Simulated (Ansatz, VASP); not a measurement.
## Sr3Ru: VASP beside Ansatz

```
CELL_PARAMETERS angstrom
4.76541 0.00000 0.00000
0.00000 4.76541 0.00000
0.00000 0.00000 4.76541
ATOMIC_POSITIONS crystal
Sr 0.00000 0.50000 0.50000
Sr 0.50000 0.00000 0.50000
Sr 0.50000 0.50000 0.00000
Ru 0.00000 0.00000 0.00000
```

Alike in both runs: task relaxation of cell and atoms; functional PBE; k mesh 4 × 4 × 4; occupations gaussian, width 0.1 eV; no spin polarisation.

|  | VASP | Ansatz |
| --- | --- | --- |
| version | VASP 6.6.1 | Ansatz 0.2.0 |
| potentials or method | VASP PAW PBE potentials, release 64 (Sr_sv, Ru_pv), cutoff 600 eV | scalar-relativistic, plane waves, PAW |
| valence electrons in the cell | 44 | 46 |

```csv
,VASP,Ansatz,Ansatz less VASP
"gap on the k mesh at the Fermi level, each at its own relaxed structure (eV)",none,none,-
relaxed volume (Å³/atom),32.67,32.24,-0.426
relaxed length of the cell vector where the two differ most in proportion (Å),5.075,5.052,-0.0221
```

A gap of «none» marks a metal or a gap that the smearing closes. VASP's potentials hold 44 valence electrons a cell and Ansatz's 46, so a difference there can come from the potentials and not from the codes.

Noted on VASP's run: the volume moved by over 15 % at a fixed basis, so the end points are rough.
